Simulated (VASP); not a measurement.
Wanted: the native input for a VASP 6.6.1 run.

- Task: single point
- Functional: HSE06
- Potentials or basis: VASP PAW PBE potentials, release 64 (Cd, O)
- Cutoff: 520 eV
- k mesh: 6 × 6 × 6
- Occupations: fermi-dirac, width 0.02 eV
- Spin: non-collinear spin, zero start, spin-orbit coupling
- Starting moments: [[0.0, 0.0, 0.0], [0.0, 0.0, 0.0]] μB
- Dipole correction: no
- Grid for exact exchange (PRECFOCK): Normal
- Further INCAR settings: ALGO = Normal; EDIFF = 1e-06; NBANDS = 30
- Share of exact exchange: 0.25
- Screening parameter: 0.2079 1/Å

The system is CdO.

```
Cd O
1.0
     0.00000    2.35300    2.35300
     2.35300    0.00000    2.35300
     2.35300    2.35300    0.00000
Cd O
1 1
Cartesian
  0.0000 0.0000 0.0000
  2.3530 2.3530 2.3530
```

The input as run:

POSCAR

```
CdO
1.0
    0.0000000000      2.3530013664      2.3530013664
    2.3530013664      0.0000000000      2.3530013664
    2.3530013664      2.3530013664      0.0000000000
Cd O
1 1
Direct
    0.0000000000      0.0000000000      0.0000000000
    0.5000000000      0.5000000000      0.5000000000
```

INCAR.step1

```
ALGO = Normal
EDIFF = 1E-5
ENCUT = 520
GGA = PE
GGA_COMPAT = F
ISIF = 2
ISMEAR = -1
KPAR = 4
LASPH = T
LCHARG = F
LORBIT = 11
LORBMOM = T
LREAL = F
LSORBIT = T
LWAVE = T
MAGMOM = 0 0 0 0 0 0
NBANDS = 30
NELM = 200
PREC = Accurate
SIGMA = 0.02
```

INCAR.step2

```
ALGO = Normal
EDIFF = 1E-6
ENCUT = 520
GGA = PE
GGA_COMPAT = F
HFSCREEN = 0.2079
ISIF = 2
ISMEAR = -1
ISTART = 1
KPAR = 4
LASPH = T
LCHARG = F
LHFCALC = T
LORBIT = 11
LORBMOM = T
LREAL = F
LSORBIT = T
LWAVE = F
MAGMOM = 0 0 0 0 0 0
NBANDS = 30
NELM = 200
PREC = Accurate
PRECFOCK = Normal
SIGMA = 0.02
```

KPOINTS

```
k-points
0
Gamma
  6 6 6
```

Potentials or basis: VASP PAW PBE potentials, release 64 (Cd, O).

Launch:

```bash
$ cat potpaw_PBE.64/Cd/POTCAR potpaw_PBE.64/O/POTCAR > POTCAR
$ cp INCAR.step1 INCAR
$ mpirun -np 4 vasp_ncl > vasp.out
$ cp INCAR.step2 INCAR
$ mpirun -np 4 vasp_ncl > vasp.out
```

Results of the run:

```yaml
Pressure: 1.5 GPa
Net_moment: 0.00 μB per cell
Valence_electrons_inside_the_program's_atomic_spheres: Cd 10.24; O 4.97
```

Caveat: the k points lie up to 0.39 Å⁻¹ apart; the PAW data sets were made with another functional, which shifts forces and pressure a little.

Wall time 31 min on 4 MPI ranks on Intel(R) Xeon(R) Platinum 8488C (Sapphire Rapids), with other jobs on the host, peak memory 0.35 GiB a rank.
